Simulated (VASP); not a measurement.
# SrTiO3 (Pmm2) in VASP: a series of runs, part 2 of 2

VASP 6.6.1. The steps go on from the part before.

### 3 Single point, PBE (mode 1 frozen in at -0.019 Å, strain +e along z and -e/2 along x and y +0.0233)

INCAR

```
SYSTEM = SrTiO3
PREC = Accurate
ENCUT = 520
EDIFF = 1E-7
ISMEAR = 0
SIGMA = 0.05
LREAL = .False.
LASPH = .True.
NELM = 60
ALGO = Normal
ISIF = 2
LWAVE = .False.
LCHARG = .False.
GGA = PE
NBANDS = 28
```

KPOINTS

```
regular mesh
0
Gamma
  8 8 8
  0 0 0
```

POSCAR

```
SrTiO3
1.0
    3.8905502681      0.0000000000      0.0000000000
    0.0000000000      3.8905502681      0.0000000000
    0.0000000000      0.0000000000      4.0281277780
Sr Ti O
1 1 3
Direct
    0.0006835254      0.0000000000      0.0000000000
    0.5032269229      0.5000000000      0.5000000000
   -0.0048775414      0.5000000000      0.5000000000
    0.4957398015      0.0000000000      0.5000000000
    0.4957398015      0.5000000000      0.0000000000
```

Potentials or basis: VASP PAW PBE potentials, release 64 (Sr_sv, Ti_sv, O).

Command:

```bash
$ cat potpaw_PBE.64/Sr_sv/POTCAR potpaw_PBE.64/Ti_sv/POTCAR potpaw_PBE.64/O/POTCAR > POTCAR
$ mpirun -np 1 vasp_std > vasp.out
```

OUTCAR:

```text
SYSTEM = SrTiO3
   PREC = Accurate
   ENCUT = 520
   EDIFF = 1E-7
   ISMEAR = 0
   LREAL = .False.
   LASPH = .True.
   NELM = 60
   ISIF = 2
   GGA = PE

 ion  position               nearest neighbor table
   1  0.001  0.000  0.000-   5 2.74   5 2.74   5 2.76   5 2.76   4 2.79   4 2.79   3 2.80   3 2.80
                             3 2.80   3 2.80   4 2.81   4 2.81   2 3.40   2 3.40   2 3.40   2 3.40
   2  0.503  0.500  0.500-   3 1.91   4 1.95   4 1.95   3 1.98   5 2.01   5 2.01   1 3.40   1 3.40
                             1 3.40   1 3.40   1 3.42   1 3.42   1 3.42   1 3.42
   3  0.995  0.500  0.500-   2 1.91   2 1.98   1 2.80   1 2.80   1 2.80   1 2.80
   4  0.496  0.000  0.500-   2 1.95   2 1.95   1 2.79   1 2.79   1 2.81   1 2.81
   5  0.496  0.500  0.000-   2 2.01   2 2.01   1 2.74   1 2.74   1 2.76   1 2.76

  LATTYP: Found a simple tetragonal cell.
 ALAT       =     3.8905502681
 C/A-ratio  =     1.0353619669

  Lattice vectors:

 A1 = (   3.8905502681,   0.0000000000,   0.0000000000)
 A2 = (   0.0000000000,   3.8905502681,   0.0000000000)
 A3 = (   0.0000000000,   0.0000000000,   4.0281277780)

Analysis of symmetry for initial positions (statically):
=====================================================================
 Subroutine PRICEL returns:
 Original cell was already a primitive cell.

 Routine SETGRP: Setting up the symmetry group for a
 simple tetragonal supercell.

 Subroutine GETGRP returns: Found  4 space group operations
 (whereof  4 operations were pure point group operations)
 out of a pool of 16 trial point group operations.

The static configuration has the point symmetry C_2v.

Analysis of symmetry for dynamics (positions and initial velocities):
=====================================================================
 Subroutine PRICEL returns:
 Original cell was already a primitive cell.

[... 132 lines left out ...]
     AMIX     =   0.40;   BMIX     =  1.00
     AMIX_MAG =   1.60;   BMIX_MAG =  1.00
  volume/ion in A,a.u.               =      12.19        82.29
  Fermi-wavevector in a.u.,A,eV,Ry     =   1.422503  2.688140 27.531574  2.023514
  Thomas-Fermi vector in A             =   2.543199
   LORBIT       =      0    0 simple, 1 ext, 2 COOP (PROOUT), +10 PAW based schemes
   GGA     = PE    functional components
   LHFCALC =     F    Hartree Fock is set to
   AEXX    =    0.0000 exact exchange contribution
   IVDW    =     0    specifies the selected vdW correction
   LEPSILON=     F    determine dielectric tensor
   LRPA    =     F    only Hartree local field effects (RPA)
 non-spin polarized calculation
 Gauss-broadening in eV      SIGMA  =   0.05
  energy-cutoff  :      520.00
  volume of cell :       60.97
 maximum number of plane-waves:      1668
 NGX is ok and might be reduce to    30
   NGX = 15   NGY = 15   NGZ = 15

 number of electron      39.9999999 magnetization

 Free energy of the ion-electron system (eV)
  ---------------------------------------------------
  ext. energy  EPLUGINS =         0.00000000
  ---------------------------------------------------
  free energy    TOTEN  =       -40.07055854 eV

  energy without entropy =      -40.07055854  energy(sigma->0) =      -40.07055854

 E-fermi :   4.3201     XC(G=0): -11.1454

 val. band max:        4.0213291125   @ k =   0.5000   0.5000   0.5000
 cond. band min:       5.7748843219   @ k =   0.0000   0.0000   0.0000
 fundamental gap:      1.7535552094
 Fermi energy:         4.3200689688

 k-point     1 :       0.0000    0.0000    0.0000
  band No.  band energies     occupation
      1     -52.5753      2.00000
      2     -28.8893      2.00000
      3     -28.8178      2.00000
      4     -28.8146      2.00000
      5     -28.7965      2.00000
      6     -13.3899      2.00000
[... 733 lines left out ...]
     27      12.1924      0.00000
     28      13.0112      0.00000

 [... further k-points ...]

------------------------ aborting loop because EDIFF is reached ----------------------------------------

  FORCE on cell =-STRESS in cart. coord.  units (eV):
  Direction    XX          YY          ZZ          XY          YZ          ZX
  --------------------------------------------------------------------------------------
  -------------------------------------------------------------------------------------
  Total        1.3753412      1.3038316     -1.4513510      0.0000000      0.0000000      0.0000000
  in kB       36.1406306     34.2615334    -38.1379848      0.0000000      0.0000000      0.0000000
  external PRESSURE =      10.7547264 kB  Pullay stress =       0.0000000 kB

 VOLUME and BASIS-vectors are now :
 -----------------------------------------------------------------------------
  energy-cutoff  :      520.00
  volume of cell :       60.97
      direct lattice vectors                 reciprocal lattice vectors
     3.890550268  0.000000000  0.000000000     0.257033050  0.000000000  0.000000000
     0.000000000  3.890550268  0.000000000     0.000000000  0.257033050  0.000000000
     0.000000000  0.000000000  4.028127778     0.000000000  0.000000000  0.248254290

 POSITION                                       TOTAL-FORCE (eV/Angst)
 -----------------------------------------------------------------------------------
      0.00266      0.00000      0.00000         0.011713      0.000000      0.000000
      1.95783      1.94528      2.01406        -0.018781      0.000000      0.000000
      3.87157      1.94528      2.01406         0.041871      0.000000      0.000000
      1.92870      0.00000      2.01406        -0.033788      0.000000      0.000000
      1.92870      1.94528      0.00000        -0.001015      0.000000      0.000000
 -----------------------------------------------------------------------------------
    total drift:                                0.000362     -0.000000     -0.000001

  FREE ENERGIE OF THE ION-ELECTRON SYSTEM (eV)
  ---------------------------------------------------
  free  energy   TOTEN  =       -40.0705585382 eV

  energy  without entropy=      -40.0705585382  energy(sigma->0) =      -40.07055854
```

Wall time 3 min (1 thread of Intel Xeon Platinum 8488C (Sapphire Rapids), shared host); peak memory 0.32 GiB.

What came out:

```
Free energy            : -40.0706 eV
Pressure               : 1.1 GPa
Largest force          : 0.042 eV/Å
Band gap on the k mesh : 1.75 eV, indirect (least direct gap 2.17 eV)
```

Forces in eV/Å, atoms in the order of the input:
```
Sr   0.012  0.000  0.000
Ti  -0.019  0.000  0.000
O    0.042  0.000  0.000
O   -0.034  0.000  0.000
O   -0.001  0.000  0.000
```

Caveat: the cell differs from its parent crystal (mode 1 frozen in at -0.019 Å, strain +e along z and -e/2 along x and y +0.0233).
